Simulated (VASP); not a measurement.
Here is a VASP 6.6.1 calculation.

File POSCAR:

```
ZnS
1.0
    0.0000000000      2.7020000000      2.7020000000
    2.7020000000      0.0000000000      2.7020000000
    2.7020000000      2.7020000000      0.0000000000
Zn S
1 1
Direct
    0.7500000000      0.7500000000      0.7500000000
    0.0000000000      0.0000000000      0.0000000000
```

Contents of INCAR.step1:

```
SYSTEM = ZnS
  PREC = Accurate
  ENCUT = 550
  ISMEAR = 0
  SIGMA = 0.01
  LREAL = .FALSE.
  LASPH = .TRUE.
  NELM = 120
  NBANDS = 16
  GGA = PE
  ALGO = Normal
  EDIFF = 1E-5
  LWAVE = .TRUE.
  LCHARG = .FALSE.
  GGA_COMPAT = .FALSE.
```

File INCAR.step2:

```
SYSTEM = ZnS
  PREC = Accurate
  ENCUT = 550
  EDIFF = 1E-6
  ISMEAR = 0
  SIGMA = 0.01
  LREAL = .FALSE.
  LASPH = .TRUE.
  NELM = 120
  ALGO = Normal
  ISIF = 2
  LWAVE = .FALSE.
  LCHARG = .FALSE.
  METAGGA = R2SCAN
  LMIXTAU = .TRUE.
  LUSE_VDW = .TRUE.
  IVDW_NL = 2
  BPARAM = 11.95
  CPARAM = 0.0093
  NBANDS = 16
  ISTART = 1
  GGA_COMPAT = .FALSE.
```

The input KPOINTS:

```
regular mesh
0
G
  9 9 9
  0 0 0
```

Potentials or basis: VASP PAW PBE potentials, release 64 (Zn, S).

Run with:

```console
$ cat potpaw_PBE.64/Zn/POTCAR potpaw_PBE.64/S/POTCAR > POTCAR
$ cp INCAR.step1 INCAR
$ mpirun -np 1 vasp_std > vasp.out
$ cp INCAR.step2 INCAR
$ mpirun -np 1 vasp_std > vasp.out
```

Question: Estimate the pressure.

Answer: -1.5 GPa.

Question: Predict the band gap on the k mesh.

Answer: 2.62 eV.

Caveat: the PAW data sets were made with another functional, which shifts forces and pressure a little. r2SCAN opens gaps a little over a GGA but as a rule still falls short of measured ones.
